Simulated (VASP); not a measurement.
Runs of VASP 6.6.1 on KI. Symmetry: F-43m, No. 216, cubic system. Conventional cell: a = 7.932 Å, b = 7.932 Å, c = 7.932 Å, α = 90.00°, β = 90.00°, γ = 90.00°. K (site symmetry -43m) has 4 I at 3.43 Å within 4.5 Å. I (site symmetry -43m) has 4 K at 3.43 Å within 4.5 Å. 

```tsv
level	potentials or basis	k mesh	cutoff (eV)	smearing	grid for exact exchange (PRECFOCK)	share of exact exchange	screening parameter	gap on the mesh (eV)	pressure (GPa)
PBE-based screened hybrid with 20 % exact exchange	VASP PAW PBE potentials, release 64 (K_sv, I)	4 × 4 × 4	520	gaussian 0.01 eV	Normal	0.2	0.5 1/Å	4.28	0.1
LDA	VASP PAW LDA potentials, release 64 (K_sv, I)	2 × 2 × 2	500	gaussian 0.01 eV	-	-	-	(b)	(a)
PBE-based screened hybrid with 5 % exact exchange	VASP PAW PBE potentials, release 64 (K_sv, I)	4 × 4 × 4	520	gaussian 0.01 eV	Normal	0.05	0.5 1/Å	4.02	0.2
PBE	VASP PAW PBE potentials, release 64 (K_sv, I)	4 × 4 × 4	500	gaussian 0.05 eV	-	-	-	3.93	0.2
PBE	VASP PAW PBE potentials, release 64 (K_sv, I)	2 × 2 × 2	500	gaussian 0.01 eV	-	-	-	3.91	0.3
PBE	VASP PAW PBE potentials, release 64 (K_sv, I)	4 × 4 × 4	500	fermi-dirac 0.2 eV	-	-	-	3.93	0.2
```

Alike in all rows: task single point; no spin polarisation; cell as given.

Question: Fill in the values left out.

Answer: (a) -0.6; (b) 3.63.

Caveats: some runs use coarse meshes; spin-orbit coupling is left out, which moves the levels of the heavy elements; the PAW data sets were made with another functional, which shifts forces and pressure a little (at least some runs).

A k mesh can miss the band edges, and the runs leave out spin-orbit coupling on I.
